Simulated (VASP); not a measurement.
# Sc: single point with PBE

Crystal: Sc.

```
Sc
1.0
    -2.00931    2.00931    2.00931
     2.00931   -2.00931    2.00931
     2.00931    2.00931   -2.00931
Sc
1
Direct
  0.00000 0.00000 0.00000
```

This cell differs from its parent crystal: Al replaced by Sc, lengths x 1.243, strained.

```yaml
Program: VASP 6.6.1
Task: single point
Functional: PBE
Potentials_or_basis: VASP PAW PBE potentials, release 64 (Sc_sv)
Cutoff: 520 eV
k_mesh: 14 × 14 × 14
Occupations: gaussian, width 0.1 eV
Spin: no spin polarisation
Dipole_correction: no
Further_INCAR_settings: ALGO = Normal; EDIFF = 1e-06; NBANDS = 12
```

```json
{
 "Pressure": "-9.0 GPa"
}
```

Levels at points of the mesh, in eV from the Fermi level:
```csv
k point,band 1,band 2,band 3,band 4,band 5,band 6,band 7,band 8,band 9,band 10
"(0.00, 0.00, 0.00)",-50.30,-28.80,-28.80,-28.80,-4.61,1.08,1.08,1.08,2.07,2.07
"(0.50, 0.00, 0.00)",-50.28,-28.94,-28.85,-28.80,-1.42,0.12,0.28,2.01,2.24,2.92
"(0.50, 0.50, 0.50)",-50.26,-28.90,-28.90,-28.90,-0.74,-0.74,2.73,2.73,2.73,4.74
```

Wall time 16 s on 1 thread of Intel(R) Xeon(R) 6975P-C (Granite Rapids), with other jobs on the host, peak memory 0.18 GiB.

Caveat: the cell differs from its parent crystal (Al replaced by Sc, lengths x 1.243, strained).
